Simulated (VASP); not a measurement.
The system is CdTe.

```
Cd Te
1.0
     0.00000    3.30909    3.30909
     3.30909    0.00000    3.30909
     3.30909    3.30909    0.00000
Cd Te
1 1
Direct
  0.00000 0.00000 0.00000
  0.25000 0.25000 0.25000
```

Base run:

| Item | Value |
| --- | --- |
| Program | VASP 6.6.1 |
| Functional | PBE |
| Potentials or basis | VASP PAW PBE potentials, release 64 (Cd, Te) |
| Cutoff | 520 eV |
| k mesh | 10 × 10 × 10 |
| Occupations | gaussian, width 0.05 eV |
| Spin | no spin polarisation |

Its results: band gap on the k mesh 0.58 eV; pressure 0.1 GPa.

Question: The run is repeated on the same cell with these changes: functional from PBE to r2SCAN; further incar settings from ALGO = Normal; EDIFF = 1e-07; NBANDS = 16; ISYM = 0 to ALGO = Normal; EDIFF = 1e-07; NBANDS = 16. What comes out?

Answer: Band gap on the k mesh 1.07 eV; pressure -1.0 GPa.

Caveats: spin-orbit coupling is left out, which moves the levels of the heavy elements; semilocal functionals underestimate gaps, and a narrow one can read as zero (at least some runs); the PAW data sets were made with another functional, which shifts forces and pressure a little (at least some runs).

